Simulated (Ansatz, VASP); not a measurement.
WS2: VASP beside Ansatz

```
CELL_PARAMETERS angstrom
3.18295 0.00000 0.00000
-1.59148 2.75652 0.00000
0.00000 0.00000 28.53222
ATOMIC_POSITIONS crystal
W 0.66667 0.33333 0.43436
W 0.66667 0.33333 0.88553
W 0.00000 0.00000 0.65929
S 0.66667 0.33333 0.60463
S 0.00000 0.00000 0.37971
S 0.00000 0.00000 0.83085
S 0.66667 0.33333 0.71395
S 0.00000 0.00000 0.48903
S 0.00000 0.00000 0.94019
```

Alike in both runs: functional PBE; k mesh 10 × 10 × 1; occupations fermi-dirac, width 0.05 eV; no spin polarisation.

```csv
,VASP,Ansatz
version,VASP 6.6.1,Ansatz 0.2.0
potentials or method,"VASP PAW PBE potentials, release 64 (W_sv, S)",Ansatz PAW
plane-wave cutoff (eV),520,420
valence electrons in the cell,78,78
task,single point,band structure
```

|  | VASP | Ansatz | Ansatz less VASP |
| --- | --- | --- | --- |
| gap on the k mesh at the Fermi level (eV) | 1.48 | 1.47 | -0.013 |
| least direct gap on the mesh (eV) | 2.11 | 2.11 | -0.003 |
| rms of the force components (eV/Å) | 0.108 | 0.107 | -0.0013 |

Atom by atom the forces differ by 0.001 eV/Å (rms over components). The functional is the same, so the differences come from potentials, cutoffs and numerics.

Spin-orbit coupling is off throughout. Noted on Ansatz's run: the k mesh misses the band edges, so the gap on the mesh is wider than the one along the path.
